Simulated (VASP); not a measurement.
# ZrS2 (P-3m1) in VASP: further runs, part 2 of 2

VASP 6.6.1. Earlier steps stand in the parts before.

**4. Phonons, PBE+D3(BJ)**

This run uses another cell than the first one, of 21.25 Å³/atom.

The input, INCAR:

```
SYSTEM = ZrS2
PREC = Accurate
ENCUT = 500
EDIFF = 1E-8
ISMEAR = 0
SIGMA = 0.01
LREAL = .False.
LASPH = .True.
NELM = 120
ALGO = Normal
ISIF = 2
LWAVE = .False.
LCHARG = .False.
GGA = PE
IVDW = 12
NBANDS = 19
IBRION = 6
NFREE = 2
POTIM = 0.015
NSW = 1
GGA_COMPAT = .False.
```

The input, KPOINTS:

```
regular mesh
0
Gamma
  12 12 6
  0 0 0
```

The input, POSCAR:

```
ZrS2
1.0
    3.6170389147      0.0000000000      0.0000000000
   -1.8085194573      3.1324475866      0.0000000000
    0.0000000000      0.0000000000      5.6254750474
Zr S
1 2
Direct
    0.0000000000      0.0000000000      0.0000000000
    0.3333333333      0.6666666667      0.2602432485
    0.6666666667      0.3333333333      0.7397567515
```

Potentials or basis: VASP PAW PBE potentials, release 64 (Zr_sv, S).

Launch:

```bash
$ cat potpaw_PBE.64/Zr_sv/POTCAR potpaw_PBE.64/S/POTCAR > POTCAR
$ mpirun -np 1 vasp_std > vasp.out
```

OUTCAR:

```text
SYSTEM = ZrS2
   PREC = Accurate
   ENCUT = 500
   EDIFF = 1E-8
   ISMEAR = 0
   LREAL = .False.
   LASPH = .True.
   NELM = 120
   ISIF = 2
   GGA = PE
   IVDW = 12
   IBRION = 6
   NFREE = 2
   POTIM = 0.015
   NSW = 1
 IVDW          = 12

 ion  position               nearest neighbor table
   1  0.000  0.000  0.000-   2 2.55   3 2.55   2 2.55   3 2.55   3 2.55   2 2.55
   2  0.333  0.667  0.260-   1 2.55   1 2.55   1 2.55
   3  0.667  0.333  0.740-   1 2.55   1 2.55   1 2.55

  LATTYP: Found a hexagonal cell.
 ALAT       =     3.6170389147
 C/A-ratio  =     1.5552708113

  Lattice vectors:

 A1 = (   3.6170389147,   0.0000000000,   0.0000000000)
 A2 = (  -1.8085194573,   3.1324475866,   0.0000000000)
 A3 = (   0.0000000000,   0.0000000000,   5.6254750474)

Analysis of symmetry for initial positions (statically):
=====================================================================
 Subroutine PRICEL returns:
 Original cell was already a primitive cell.

 Routine SETGRP: Setting up the symmetry group for a
 hexagonal supercell.

 Subroutine GETGRP returns: Found 12 space group operations
 (whereof 12 operations were pure point group operations)
 out of a pool of 24 trial point group operations.

The static configuration has the point symmetry D_3d.

Analysis of symmetry for dynamics (positions and initial velocities):
=====================================================================
 Subroutine PRICEL returns:
 Original cell was already a primitive cell.

 Routine SETGRP: Setting up the symmetry group for a
 hexagonal supercell.

 Subroutine GETGRP returns: Found 12 space group operations
 (whereof 12 operations were pure point group operations)
 out of a pool of 24 trial point group operations.

The dynamic configuration has the point symmetry D_3d.

 Subroutine INISYM returns: Found 12 space group operations
 (whereof 12 operations are pure point group operations),
 and found     1 'primitive' translations

----------------------------------------------------------------------------------------

                                     Primitive cell

  volume of cell :      63.7377

  direct lattice vectors                    reciprocal lattice vectors
     3.617038915  0.000000000  0.000000000     0.276469240  0.159619590  0.000000000
    -1.808519457  3.132447587  0.000000000     0.000000000  0.319239180  0.000000000
     0.000000000  0.000000000  5.625475047     0.000000000  0.000000000  0.177762765

  length of vectors
     3.617038915  3.617038915  5.625475047     0.319239180  0.319239180  0.177762765

  position of ions in fractional coordinates (direct lattice)
     0.000000000  0.000000000  0.000000000
     0.333333333  0.666666667  0.260243248
     0.666666667  0.333333333  0.739756752

  ion indices of the primitive-cell ions
   primitive index   ion index
                 1           1
                 2           2
                 3           3

[... 77 lines left out ...]
   ISIF   =      2    stress and relaxation
   ISYM   =      2    0-nonsym 1-usesym 2-fastsym
   POTIM  = 0.0150    time-step for ionic-motion
   TEBEG  =    0.0;   TEEND  =   0.0 temperature during run
   PSTRESS=    0.0 pullay stress
   NELECT =      24.0000    total number of electrons
   NUPDOWN=      -1.0000    fix difference up-down
   EMIN   =  10.00;   EMAX   =-10.00  energy-range for DOS
   EFERMI =   0.00;   METHOD = LEGACY
   ISMEAR =     0;   SIGMA  =   0.01  broadening in eV -4-tet -1-fermi 0-gaus
   EFERMI_NEDOS =   21; number of points for ismear=-14 and -15
   IALGO  =     38    algorithm
   IMIX   =      4    mixing-type and parameters
     AMIX     =   0.40;   BMIX     =  1.00
     AMIX_MAG =   1.60;   BMIX_MAG =  1.00
  volume/ion in A,a.u.               =      21.25       143.37
  Fermi-wavevector in a.u.,A,eV,Ry     =   1.182170  2.233977 19.014487  1.397525
  Thomas-Fermi vector in A             =   2.318429
   LORBIT       =      0    0 simple, 1 ext, 2 COOP (PROOUT), +10 PAW based schemes
   GGA     = PE    functional components
   LHFCALC =     F    Hartree Fock is set to
   AEXX    =    0.0000 exact exchange contribution
   IVDW    =    12    specifies the selected vdW correction
   LEPSILON=     F    determine dielectric tensor
   LRPA    =     F    only Hartree local field effects (RPA)
 finite differences with symmetry
 non-spin polarized calculation
 Gauss-broadening in eV      SIGMA  =   0.01
  energy-cutoff  :      500.00
  volume of cell :       63.74
 maximum number of plane-waves:      1643
 NGX is ok and might be reduce to    28
   NGX = 13   NGY = 13   NGZ = 21

--------------------------------------- Ionic step        1  -------------------------------------------

 number of electron      24.0000000 magnetization

 Free energy of the ion-electron system (eV)
  ---------------------------------------------------
  ext. energy  EPLUGINS =         0.00000000
  ---------------------------------------------------
  free energy    TOTEN  =       -21.32939806 eV

  energy without entropy =      -21.32939806  energy(sigma->0) =      -21.32939806

------------------------ aborting loop because EDIFF is reached ----------------------------------------

 Edisp (eV)   -1.12267

 E8    (eV) :    -0.4772
[... 319 lines left out ...]
--------------------------------------- Ionic step        9  -------------------------------------------

 number of electron      24.0000001 magnetization

 Free energy of the ion-electron system (eV)
  ---------------------------------------------------
  ext. energy  EPLUGINS =         0.00000000
  ---------------------------------------------------
  free energy    TOTEN  =       -21.32841850 eV

  energy without entropy =      -21.32841850  energy(sigma->0) =      -21.32841850

 E-fermi :   5.7587     XC(G=0):  -9.9652

 val. band max:        5.6555322609   @ k =   0.0000   0.0000   0.0000
 cond. band min:       6.2121848361   @ k =   0.5000   0.0000   0.5000
 fundamental gap:      0.5566525752
 Fermi energy:         5.7586751867

 k-point     1 :       0.0000    0.0000    0.0000
  band No.  band energies     occupation
      1     -43.4875      2.00000
      2     -21.5778      2.00000
      3     -21.4031      2.00000
      4     -21.4031      2.00000
      5      -7.5472      2.00000
      6      -5.8081      2.00000
[... 505 lines left out ...]
      6      -5.9832      2.00000
[... 11 lines left out ...]
     18      12.4265      0.00000
     19      13.3230      0.00000

 [... further k-points ...]

------------------------ aborting loop because EDIFF is reached ----------------------------------------

 Edisp (eV)   -1.12242

 E8    (eV) :    -0.4771
[... 26 lines left out ...]
  FREE ENERGIE OF THE ION-ELECTRON SYSTEM (eV)
  ---------------------------------------------------
  free  energy   TOTEN  =       -22.4508393181 eV

  energy  without entropy=      -22.4508393181  energy(sigma->0) =      -22.45083932

 INTERNAL STRAIN TENSORS FROM DISPLACED ATOMS
 ============================================

 INTERNAL STRAIN TENSOR FOR ION    1 for displacements in x,y,z  (eV/Angst):
          X           Y           Z          XY          YZ          ZX
  --------------------------------------------------------------------------------
  x     0.00000     0.00000     0.00000     0.00000     0.00000     0.00000
  y     0.00000     0.00000     0.00000     0.00000     0.00000     0.00000
  z     0.00000     0.00000     0.00000     0.00000     0.00000     0.00000

 INTERNAL STRAIN TENSOR FOR ION    3 for displacements in x,y,z  (eV/Angst):
          X           Y           Z          XY          YZ          ZX
  --------------------------------------------------------------------------------
  x    -0.00000     0.00000    -0.00000    -3.70799     0.00000    10.30406
  y    -3.70799     3.70799     0.00000     0.00000    10.30406     0.00000
  z    10.02648    10.02648    14.83197     0.00000     0.00000    -0.00000

 Eigenvectors and eigenvalues of the dynamical matrix
 ----------------------------------------------------

   1 f  =    9.822068 THz    61.713874 2PiTHz  327.628927 cm-1    40.620792 meV
             X         Y         Z           dx          dy          dz
      0.000000  0.000000  0.000000    -0.000000   -0.000000   -0.642518
     -0.000000  2.088298  1.463992    -0.000000   -0.000000    0.541835
      1.808519  1.044149  4.161483     0.000000    0.000000    0.541835
[... 43 lines left out ...]
   9 f/i=    0.001975 THz     0.012412 2PiTHz    0.065892 cm-1     0.008170 meV
             X         Y         Z           dx          dy          dz
      0.000000  0.000000  0.000000    -0.052802   -0.764202   -0.000000
     -0.000000  2.088298  1.463992    -0.031331   -0.453456   -0.000000
      1.808519  1.044149  4.161483    -0.031331   -0.453456   -0.000000

 ELASTIC MODULI CONTR FROM IONIC RELAXATION (kBar)
 Direction    XX          YY          ZZ          XY          YZ          ZX
 --------------------------------------------------------------------------------
 XX        -491.2279   -307.6492   -590.8815     -0.0000    255.0714      0.0000
 YY        -307.6492   -491.2279   -590.8815     -0.0000   -255.0714     -0.0000
 ZZ        -590.8815   -590.8815   -874.0791     -0.0000     -0.0000      0.0000
 XY          -0.0000     -0.0000     -0.0000    -91.7893     -0.0000    255.0714
 YZ         255.0714   -255.0714     -0.0000     -0.0000   -708.8123     -0.0000
 ZX           0.0000     -0.0000      0.0000    255.0714     -0.0000   -708.8120
 --------------------------------------------------------------------------------
```

OSZICAR:

```text
N       E                     dE             d eps       ncg     rms          rms(c)
DAV:   1     0.160950416610E+03    0.16095E+03   -0.11938E+04  3800   0.115E+03
DAV:   2    -0.141176426075E+02   -0.17507E+03   -0.17076E+03  4867   0.275E+02
DAV:   3    -0.231018437701E+02   -0.89842E+01   -0.89391E+01  6118   0.567E+01
[... 102 lines left out ...]
DAV:   6    -0.213284186830E+02    0.91929E-07   -0.23929E-06  4659   0.879E-03    0.126E-02
DAV:   7    -0.213284184808E+02    0.20223E-06   -0.17550E-06  4322   0.662E-03    0.227E-03
DAV:   8    -0.213284185358E+02   -0.54943E-07   -0.21547E-07  4358   0.266E-03    0.123E-03
DAV:   9    -0.213284185196E+02    0.16118E-07   -0.71025E-09  2651   0.506E-04    0.878E-04
DAV:  10    -0.213284184974E+02    0.22239E-07   -0.39360E-09  2563   0.426E-04    0.176E-04
DAV:  11    -0.213284184986E+02   -0.12301E-08   -0.11707E-09  2425   0.191E-04
   9 F= -.22450839E+02 E0= -.22450839E+02  d E =-.409876E-51
```

Wall time 11 min (1 thread of Intel Xeon 6975P-C (Granite Rapids), shared host); peak memory 0.76 GiB.

What came out:

```yaml
Highest_phonon_frequency_at_Γ_LO-TO_splitting_left_out: 328 cm⁻¹
Dispersion_energy_per_atom: -0.374 eV
```

Phonon frequencies in cm⁻¹ (negative: imaginary):
```tsv
q point	frequencies
(0.000, 0.000, 0.000)	0 0 0 162 162 253 253 328 328
```
